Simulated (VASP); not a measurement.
# TiZn3 (Pm-3m) in VASP: further runs, part 2 of 3

VASP 6.6.1. Earlier steps stand in the parts before.

## Step 3: Electric field gradients, LDA (14.59 Å³/atom)

File INCAR:

```
  PREC = Accurate
  ENCUT = 520
  EDIFF = 1E-8
  ISMEAR = -1
  SIGMA = 0.05
  LREAL = False
  LASPH = True
  NELM = 80
  ALGO = Normal
  ISIF = 2
  LWAVE = False
  LCHARG = False
  LEFG = True
  NBANDS = 32
```

File KPOINTS:

```
Automatic mesh
0
Gamma
  9 9 9
```

File POSCAR:

```
TiZn3
1.0
    3.8790556475      0.0000000000      0.0000000000
    0.0000000000      3.8790556475      0.0000000000
    0.0000000000      0.0000000000      3.8790556475
Ti Zn
1 3
Direct
    0.0000000000      0.0000000000      0.0000000000
    0.0000000000      0.5000000000      0.5000000000
    0.5000000000      0.0000000000      0.5000000000
    0.5000000000      0.5000000000      0.0000000000
```

Potentials or basis: VASP PAW LDA potentials, release 64 (Ti_sv, Zn).

Run with:

```
cat potpaw_LDA.64/Ti_sv/POTCAR potpaw_LDA.64/Zn/POTCAR > POTCAR
mpirun -np 1 vasp_std > vasp.out
```

OUTCAR:

```text
PREC = Accurate
   ENCUT = 520
   EDIFF = 1E-8
   ISMEAR = -1
   LREAL = False
   LASPH = True
   NELM = 80
   ISIF = 2

 ion  position               nearest neighbor table
   1  0.000  0.000  0.000-   2 2.74   3 2.74   4 2.74   2 2.74   3 2.74   2 2.74   4 2.74   2 2.74
                             3 2.74   4 2.74   3 2.74   4 2.74
   2  0.000  0.500  0.500-   1 2.74   3 2.74   4 2.74   1 2.74   4 2.74   1 2.74   3 2.74   1 2.74
                             3 2.74   4 2.74   4 2.74   3 2.74
   3  0.500  0.000  0.500-   1 2.74   2 2.74   4 2.74   1 2.74   4 2.74   2 2.74   4 2.74   4 2.74
                             1 2.74   2 2.74   1 2.74   2 2.74
   4  0.500  0.500  0.000-   1 2.74   2 2.74   3 2.74   2 2.74   3 2.74   1 2.74   3 2.74   3 2.74
                             1 2.74   2 2.74   2 2.74   1 2.74

  LATTYP: Found a simple cubic cell.
 ALAT       =     3.8790556475

  Lattice vectors:

 A1 = (   3.8790556475,   0.0000000000,   0.0000000000)
 A2 = (   0.0000000000,   3.8790556475,   0.0000000000)
 A3 = (   0.0000000000,   0.0000000000,   3.8790556475)

Analysis of symmetry for initial positions (statically):
=====================================================================
 Subroutine PRICEL returns:
 Original cell was already a primitive cell.

 Routine SETGRP: Setting up the symmetry group for a
 simple cubic supercell.

 Subroutine GETGRP returns: Found 48 space group operations
 (whereof 48 operations were pure point group operations)
 out of a pool of 48 trial point group operations.

The static configuration has the point symmetry O_h .

Analysis of symmetry for dynamics (positions and initial velocities):
[... 1015 lines left out ...]
  Direction    XX          YY          ZZ          XY          YZ          ZX
  --------------------------------------------------------------------------------------
  -------------------------------------------------------------------------------------
  Total       -2.1105965     -2.1105965     -2.1105965     -0.0000000     -0.0000000      0.0000000
  in kB      -57.9345683    -57.9345683    -57.9345683     -0.0000000     -0.0000000      0.0000000
  external PRESSURE =     -57.9345683 kB  Pullay stress =       0.0000000 kB

 VOLUME and BASIS-vectors are now :
 -----------------------------------------------------------------------------
  energy-cutoff  :      520.00
  volume of cell :       58.37
      direct lattice vectors                 reciprocal lattice vectors
     3.879055647  0.000000000  0.000000000     0.257794703  0.000000000  0.000000000
     0.000000000  3.879055647  0.000000000     0.000000000  0.257794703  0.000000000
     0.000000000  0.000000000  3.879055647     0.000000000  0.000000000  0.257794703

 POSITION                                       TOTAL-FORCE (eV/Angst)
 -----------------------------------------------------------------------------------
      0.00000      0.00000      0.00000         0.000000      0.000000      0.000000
      0.00000      1.93953      1.93953         0.000000      0.000000      0.000000
      1.93953      0.00000      1.93953         0.000000      0.000000      0.000000
      1.93953      1.93953      0.00000         0.000000      0.000000      0.000000
 -----------------------------------------------------------------------------------
    total drift:                                0.000000      0.000000     -0.000000

  FREE ENERGIE OF THE ION-ELECTRON SYSTEM (eV)
  ---------------------------------------------------
  free  energy   TOTEN  =       -15.0403899022 eV

  energy  without entropy=      -15.0134325185  energy(sigma->0) =      -15.02691121

 Electric field gradients (V/A^2)
---------------------------------------------------------------------
 ion       V_xx      V_yy      V_zz      V_xy      V_xz      V_yz
---------------------------------------------------------------------
   1       0.000    -0.000    -0.000     0.000     0.000     0.000
   2      41.571   -20.786   -20.786    -0.000     0.000     0.000
   3     -20.786    41.571   -20.786    -0.000    -0.000     0.000
   4     -20.786   -20.786    41.571    -0.000    -0.000     0.000
---------------------------------------------------------------------

 Electric field gradients after diagonalization (V/A^2)
 (convention: |V_zz| > |V_xx| > |V_yy|)
----------------------------------------------------------------------
 ion       V_xx      V_yy      V_zz     asymmetry (V_yy - V_xx)/ V_zz
----------------------------------------------------------------------
   1       0.000    -0.000    -0.000       0.208
   2     -20.786   -20.786    41.571       0.000
   3     -20.786   -20.786    41.571       0.000
   4     -20.786   -20.786    41.571       0.000
----------------------------------------------------------------------

           NMR quadrupolar parameters

 Cq : quadrupolar parameter    Cq=e*Q*V_zz/h
 eta: asymmetry parameters     (V_yy - V_xx)/ V_zz
 Q  : nuclear electric quadrupole moment in mb (millibarn)
----------------------------------------------------------------------
 ion       Cq(MHz)       eta       Q (mb)
----------------------------------------------------------------------
   1      -0.000       0.208       1.000
   2       0.101       0.000       1.000
   3       0.101       0.000       1.000
   4       0.101       0.000       1.000
----------------------------------------------------------------------
```

OSZICAR:

```text
N       E                     dE             d eps       ncg     rms          rms(c)
DAV:   1     0.357768711507E+03    0.35777E+03   -0.23137E+04  2248   0.228E+03
DAV:   2     0.119740416025E+02   -0.34579E+03   -0.33418E+03  2256   0.459E+02
DAV:   3    -0.160847122271E+02   -0.28059E+02   -0.27582E+02  2808   0.137E+02
DAV:   4    -0.168943196266E+02   -0.80961E+00   -0.80756E+00  2688   0.206E+01
DAV:   5    -0.169090910955E+02   -0.14771E-01   -0.14770E-01  2592   0.253E+00    0.108E+01
DAV:   6    -0.154622162487E+02    0.14469E+01   -0.77036E+00  2392   0.296E+01    0.517E+00
DAV:   7    -0.151435059608E+02    0.31871E+00   -0.16862E+00  2608   0.125E+01    0.395E+00
DAV:   8    -0.150542896337E+02    0.89216E-01   -0.24504E-01  2608   0.594E+00    0.132E+00
DAV:   9    -0.150415202848E+02    0.12769E-01   -0.40847E-02  2704   0.149E+00    0.356E-01
DAV:  10    -0.150403888289E+02    0.11315E-02   -0.58605E-03  2488   0.712E-01    0.137E-01
DAV:  11    -0.150404964848E+02   -0.10766E-03   -0.18018E-03  2512   0.345E-01    0.950E-02
DAV:  12    -0.150403909256E+02    0.10556E-03   -0.44012E-04  2408   0.233E-01    0.239E-02
DAV:  13    -0.150403918937E+02   -0.96806E-06   -0.10768E-05  2648   0.248E-02    0.169E-02
DAV:  14    -0.150403901540E+02    0.17397E-05   -0.48741E-06  2720   0.196E-02    0.380E-03
DAV:  15    -0.150403899043E+02    0.24967E-06   -0.14442E-06  2840   0.971E-03    0.122E-03
DAV:  16    -0.150403899022E+02    0.20800E-08   -0.88139E-08  2328   0.265E-03
   1 F= -.15040390E+02 E0= -.15026911E+02  d E =-.269574E-01
```

stdout:

```text
POSCAR found type information on POSCAR TiZn
 POSCAR found :  2 types and       4 ions
 scaLAPACK will be used
 LDA part: xc-table for (Slater(with rela. corr.)+CA(PZ))
 , standard interpolation
 POSCAR, INCAR and KPOINTS ok, starting setup
 FFT: planning ... GRIDC
 FFT: planning ... GRID_SOFT
 FFT: planning ... GRID
 WAVECAR not read
 entering main loop
ion   1

ion   2

ion   3

ion   4
```

Run time: 26 s. Hardware: 1 thread of Intel Xeon 6975P-C (Granite Rapids), shared host; peak memory 0.18 GiB.

Results:

* Free energy: -15.0404 eV
* Pressure: -5.8 GPa
* Band gap on the k mesh: zero (bands 24 and 25 overlap by 1.93 eV)
* Largest electric field gradient by atom: Ti +0.0; Zn +41.6 V/Å²

Levels at points of the mesh, in eV from the Fermi level:
```csv
k point,band 22,band 23,band 24,band 25,band 26,band 27
"(0.00, 0.00, 0.00)",-0.73,0.28,0.28,0.28,1.57,1.57
```

Electric field gradients, principal values (V/Å²):
| atom | least | middle | greatest (by size) |
| --- | --- | --- | --- |
| 1 Ti | 0.000 | 0.000 | 0.000 |
| 2 Zn | -20.786 | -20.786 | 41.571 |
| 3 Zn | -20.786 | -20.786 | 41.571 |
| 4 Zn | -20.786 | -20.786 | 41.571 |

Caveat: the cell stands under tension; without QUAD_EFG the Cq values of the log hold for a quadrupole moment of 1 mb, not for the nuclei.

## Step 4: Electric field gradients, LDA (15.05 Å³/atom)

This run uses another cell than the first one, of 15.05 Å³/atom.

File INCAR:

```
SYSTEM = TiZn3
  PREC = Accurate
  ENCUT = 520
  EDIFF = 1E-8
  ISMEAR = -1
  SIGMA = 0.05
  LREAL = .False.
  LASPH = .True.
  NELM = 80
  ALGO = Normal
  ISIF = 2
  LWAVE = .False.
  LCHARG = .False.
  LEFG = .True.
  NBANDS = 32
```

File KPOINTS:

```
Automatic mesh
0
Gamma
  9 9 9
  0 0 0
```

File POSCAR:

```
TiZn3
1.0
    3.9190487312      0.0000000000      0.0000000000
    0.0000000000      3.9190487312      0.0000000000
    0.0000000000      0.0000000000      3.9190487312
Ti Zn
1 3
Direct
    0.0000000000      0.0000000000      0.0000000000
    0.0000000000      0.5000000000      0.5000000000
    0.5000000000      0.0000000000      0.5000000000
    0.5000000000      0.5000000000      0.0000000000
```

Potentials or basis: VASP PAW LDA potentials, release 64 (Ti_sv, Zn).

Run with:

```
cat potpaw_LDA.64/Ti_sv/POTCAR potpaw_LDA.64/Zn/POTCAR > POTCAR
mpirun -np 1 vasp_std > vasp.out
```

OUTCAR:

```text
SYSTEM = TiZn3
   PREC = Accurate
   ENCUT = 520
   EDIFF = 1E-8
   ISMEAR = -1
   LREAL = .False.
   LASPH = .True.
   NELM = 80
   ISIF = 2

 ion  position               nearest neighbor table
   1  0.000  0.000  0.000-   2 2.77   3 2.77   4 2.77   2 2.77   3 2.77   2 2.77   4 2.77   2 2.77
                             3 2.77   4 2.77   3 2.77   4 2.77
   2  0.000  0.500  0.500-   1 2.77   3 2.77   4 2.77   1 2.77   4 2.77   1 2.77   3 2.77   1 2.77
                             3 2.77   4 2.77   4 2.77   3 2.77
   3  0.500  0.000  0.500-   1 2.77   2 2.77   4 2.77   1 2.77   4 2.77   2 2.77   4 2.77   4 2.77
                             1 2.77   2 2.77   1 2.77   2 2.77
   4  0.500  0.500  0.000-   1 2.77   2 2.77   3 2.77   2 2.77   3 2.77   1 2.77   3 2.77   3 2.77
                             1 2.77   2 2.77   2 2.77   1 2.77

  LATTYP: Found a simple cubic cell.
 ALAT       =     3.9190487312

  Lattice vectors:

 A1 = (   3.9190487312,   0.0000000000,   0.0000000000)
 A2 = (   0.0000000000,   3.9190487312,   0.0000000000)
 A3 = (   0.0000000000,   0.0000000000,   3.9190487312)

Analysis of symmetry for initial positions (statically):
=====================================================================
 Subroutine PRICEL returns:
 Original cell was already a primitive cell.

 Routine SETGRP: Setting up the symmetry group for a
 simple cubic supercell.

 Subroutine GETGRP returns: Found 48 space group operations
 (whereof 48 operations were pure point group operations)
 out of a pool of 48 trial point group operations.

The static configuration has the point symmetry O_h .

Analysis of symmetry for dynamics (positions and initial velocities):
=====================================================================
 Subroutine PRICEL returns:
[... 1014 lines left out ...]
  --------------------------------------------------------------------------------------
  -------------------------------------------------------------------------------------
  Total       -3.2210918     -3.2210918     -3.2210918      0.0000000     -0.0000000      0.0000000
  in kB      -85.7376737    -85.7376737    -85.7376737      0.0000000     -0.0000000      0.0000000
  external PRESSURE =     -85.7376737 kB  Pullay stress =       0.0000000 kB

 VOLUME and BASIS-vectors are now :
 -----------------------------------------------------------------------------
  energy-cutoff  :      520.00
  volume of cell :       60.19
      direct lattice vectors                 reciprocal lattice vectors
     3.919048731  0.000000000  0.000000000     0.255163962  0.000000000  0.000000000
     0.000000000  3.919048731  0.000000000     0.000000000  0.255163962  0.000000000
     0.000000000  0.000000000  3.919048731     0.000000000  0.000000000  0.255163962

 POSITION                                       TOTAL-FORCE (eV/Angst)
 -----------------------------------------------------------------------------------
      0.00000      0.00000      0.00000         0.000000      0.000000      0.000000
      0.00000      1.95952      1.95952         0.000000      0.000000      0.000000
      1.95952      0.00000      1.95952         0.000000      0.000000      0.000000
      1.95952      1.95952      0.00000         0.000000      0.000000      0.000000
 -----------------------------------------------------------------------------------
    total drift:                                0.000000      0.000000     -0.000000

  FREE ENERGIE OF THE ION-ELECTRON SYSTEM (eV)
  ---------------------------------------------------
  free  energy   TOTEN  =       -14.9584763285 eV

  energy  without entropy=      -14.9305922164  energy(sigma->0) =      -14.94453427

 Electric field gradients (V/A^2)
---------------------------------------------------------------------
 ion       V_xx      V_yy      V_zz      V_xy      V_xz      V_yz
---------------------------------------------------------------------
   1       0.000     0.000    -0.000     0.000    -0.000    -0.000
   2      40.392   -20.196   -20.196     0.000    -0.000     0.000
   3     -20.196    40.392   -20.196     0.000     0.000    -0.000
   4     -20.196   -20.196    40.392     0.000     0.000    -0.000
---------------------------------------------------------------------

 Electric field gradients after diagonalization (V/A^2)
 (convention: |V_zz| > |V_xx| > |V_yy|)
----------------------------------------------------------------------
 ion       V_xx      V_yy      V_zz     asymmetry (V_yy - V_xx)/ V_zz
----------------------------------------------------------------------
   1       0.000     0.000    -0.000       0.151
   2     -20.196   -20.196    40.392       0.000
   3     -20.196   -20.196    40.392       0.000
   4     -20.196   -20.196    40.392       0.000
----------------------------------------------------------------------

           NMR quadrupolar parameters

 Cq : quadrupolar parameter    Cq=e*Q*V_zz/h
 eta: asymmetry parameters     (V_yy - V_xx)/ V_zz
 Q  : nuclear electric quadrupole moment in mb (millibarn)
----------------------------------------------------------------------
 ion       Cq(MHz)       eta       Q (mb)
----------------------------------------------------------------------
   1      -0.000       0.151       1.000
   2       0.098       0.000       1.000
   3       0.098       0.000       1.000
   4       0.098       0.000       1.000
----------------------------------------------------------------------
```

OSZICAR:

```text
N       E                     dE             d eps       ncg     rms          rms(c)
DAV:   1     0.353913215236E+03    0.35391E+03   -0.23287E+04  2272   0.227E+03
DAV:   2     0.122716900409E+02   -0.34164E+03   -0.32951E+03  2280   0.455E+02
DAV:   3    -0.159467118732E+02   -0.28218E+02   -0.27788E+02  2760   0.136E+02
DAV:   4    -0.168386977339E+02   -0.89199E+00   -0.88742E+00  2792   0.212E+01
DAV:   5    -0.168522093486E+02   -0.13512E-01   -0.13511E-01  2568   0.234E+00    0.105E+01
DAV:   6    -0.154444645654E+02    0.14077E+01   -0.80631E+00  2416   0.291E+01    0.536E+00
DAV:   7    -0.150661420071E+02    0.37832E+00   -0.19766E+00  2608   0.132E+01    0.386E+00
DAV:   8    -0.149726688494E+02    0.93473E-01   -0.25285E-01  2592   0.585E+00    0.129E+00
DAV:   9    -0.149600193225E+02    0.12650E-01   -0.44334E-02  2688   0.144E+00    0.388E-01
DAV:  10    -0.149585092171E+02    0.15101E-02   -0.61910E-03  2528   0.726E-01    0.154E-01
DAV:  11    -0.149586105817E+02   -0.10136E-03   -0.22936E-03  2416   0.396E-01    0.109E-01
DAV:  12    -0.149584772749E+02    0.13331E-03   -0.54828E-04  2424   0.263E-01    0.226E-02
DAV:  13    -0.149584790040E+02   -0.17292E-05   -0.12269E-05  2696   0.275E-02    0.155E-02
DAV:  14    -0.149584765305E+02    0.24735E-05   -0.61130E-06  2704   0.193E-02    0.330E-03
DAV:  15    -0.149584763313E+02    0.19923E-06   -0.14124E-06  2848   0.889E-03    0.115E-03
DAV:  16    -0.149584763285E+02    0.28213E-08   -0.68330E-08  2304   0.246E-03
   1 F= -.14958476E+02 E0= -.14944534E+02  d E =-.278841E-01
```

stdout:

```text
POSCAR found type information on POSCAR TiZn
 POSCAR found :  2 types and       4 ions
 scaLAPACK will be used
 LDA part: xc-table for (Slater(with rela. corr.)+CA(PZ))
 , standard interpolation
 POSCAR, INCAR and KPOINTS ok, starting setup
 FFT: planning ... GRIDC
 FFT: planning ... GRID_SOFT
 FFT: planning ... GRID
 WAVECAR not read
 entering main loop
ion   1

ion   2

ion   3

ion   4
```

It took 27 s on 1 thread of Intel Xeon 6975P-C (Granite Rapids), shared host; peak memory 0.18 GiB.

Results:

* Free energy: -14.9585 eV
* Pressure: -8.6 GPa
* Band gap on the k mesh: zero (bands 24 and 25 overlap by 1.88 eV)
* Largest electric field gradient by atom: Ti +0.0; Zn +40.4 V/Å²

Electric field gradients, principal values (V/Å²):
| atom | least | middle | greatest (by size) |
| --- | --- | --- | --- |
| 1 Ti | 0.000 | 0.000 | 0.000 |
| 2 Zn | -20.196 | -20.196 | 40.392 |
| 3 Zn | -20.196 | -20.196 | 40.392 |
| 4 Zn | -20.196 | -20.196 | 40.392 |

Caveat: the cell stands under tension; without QUAD_EFG the Cq values of the log hold for a quadrupole moment of 1 mb, not for the nuclei.

[end of part 2 of 3]
